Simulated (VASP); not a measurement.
## CuO: relaxation of cell and atoms with revPBE+D3(BJ)

Crystal: CuO.

```
Cu O
1.0
     2.34185   -1.71130    0.00000
     2.34185    1.71130    0.00000
    -0.85003    0.00000    5.05787
Cu O
2 2
Direct
  0.50000 0.00000 0.50000
  0.00000 0.50000 0.00000
  0.41840 0.58160 0.75000
  0.58160 0.41840 0.25000
```

```
Program                : VASP 6.6.1
Task                   : relaxation of cell and atoms
Functional             : revPBE
Dispersion             : D3(BJ)
Potentials or basis    : VASP PAW PBE potentials, release 64 (Cu, O)
Cutoff                 : 600 eV
k mesh                 : 10 × 10 × 5
Occupations            : fermi-dirac, width 0.05 eV
Spin                   : no spin polarisation
Dipole correction      : no
Further INCAR settings : ALGO = Normal; EDIFF = 1e-07; IBRION = 2; EDIFFG = -0.01; NSW = 60; ISIF = 3
```

- Relaxed volume: 10.87 Å³/atom
- Relaxed cell: a = 2.901 Å, b = 2.901 Å, c = 5.184 Å, α = 91.01°, β = 91.01°, γ = 85.79°
- Space group after relaxing (to 0.1 Å): C2/c (No. 15)
- Energy gained by relaxing: 13.3 meV/atom
- Ionic steps: 30
- Pressure after relaxing: 0.0 GPa
- Band gap on the k mesh: zero (bands 17 and 18 overlap by 0.88 eV)
- Dispersion energy per atom: -0.519 eV

Step by step:
| step | energy change (eV) | largest force (eV/Å) | pressure (GPa) | volume (Å³) |
| --- | --- | --- | --- | --- |
| 1 | 0.0000 | 0.1708 | 1.48 | 40.54 |
| 2 | -0.0061 | 0.1268 | -0.75 | 41.09 |
| 3 | -0.0061 | 0.1251 | -0.87 | 41.11 |
| 4 | -0.0095 | 0.0443 | -0.04 | 41.01 |
| 5 | -0.0101 | 0.0063 | 0.44 | 40.95 |
| 6 | -0.0133 | 0.0021 | 0.44 | 41.07 |
| 7 | -0.0214 | 0.0078 | 0.46 | 41.43 |
| 8 | -0.0327 | 0.0134 | 0.51 | 42.07 |
| 9 | -0.0382 | 0.0294 | 0.33 | 43.12 |
| 10 | -0.0392 | 0.0135 | 0.50 | 42.74 |
| 11 | -0.0411 | 0.0758 | -2.08 | 43.47 |
| 12 | -0.0423 | 0.0452 | -1.12 | 43.19 |
| 13 | -0.0458 | 0.0658 | -0.21 | 42.94 |
| 14 | -0.0458 | 0.0676 | -0.12 | 42.92 |
| 15 | -0.0465 | 0.0307 | 0.44 | 42.82 |
| 16 | -0.0465 | 0.0246 | 0.50 | 42.81 |
| 17 | -0.0469 | 0.0157 | 0.29 | 42.90 |
| 18 | -0.0473 | 0.0020 | -0.04 | 43.04 |
| 19 | -0.0473 | 0.0045 | -0.20 | 43.10 |
| 20 | -0.0478 | 0.0002 | -0.21 | 43.13 |
| 21 | -0.0488 | 0.0177 | -0.18 | 43.24 |
| 22 | -0.0493 | 0.0537 | -0.20 | 43.44 |
| 23 | -0.0497 | 0.0523 | -0.19 | 43.45 |
| 24 | -0.0508 | 0.0471 | -0.16 | 43.48 |
| 25 | -0.0522 | 0.0385 | -0.16 | 43.52 |
| 26 | -0.0525 | 0.0201 | -0.51 | 43.59 |
| 27 | -0.0528 | 0.0299 | -0.28 | 43.56 |
| 28 | -0.0530 | 0.0070 | 0.27 | 43.42 |
| 29 | -0.0530 | 0.0132 | 0.11 | 43.46 |
| 30 | -0.0531 | 0.0009 | 0.00 | 43.49 |

Final structure:
```xyz
4
Lattice="2.1206 -1.9744 0.1353 2.1206 1.9744 0.1353 -0.4542 0.0000 5.1640" Properties=species:S:1:pos:R:3 pbc="T T T"
Cu    2.9538    0.9872    2.7849
Cu    1.0603    0.9872    0.0676
O     1.7800    0.0303    4.0083
O     2.0071   -0.0303    1.4263
```

Levels at points of the mesh, in eV from the Fermi level:
```csv
k point,band 14,band 15,band 16,band 17,band 18,band 19,band 20,band 21
"(0.00, 0.00, 0.00)",-2.39,-2.32,-1.97,0.59,0.76,1.51,6.25,7.39
"(0.50, 0.00, 0.00)",-1.91,-1.58,-1.51,0.23,0.46,3.69,6.08,6.60
"(0.50, 0.50, 0.00)",-2.33,-1.60,-1.20,-1.15,1.18,2.31,7.27,9.33
```

It took 26 min on 1 thread of AMD EPYC 9R45 96-Core Processor (Zen 5), on a shared host, peak memory 0.25 GiB.

Caveat: the PAW data sets were made with another functional, which shifts forces and pressure a little; semilocal functionals often make such compounds metallic where correlation or magnetic order opens a gap, which also shifts bond lengths. Zero-point motion and thermal expansion aren't in these numbers.
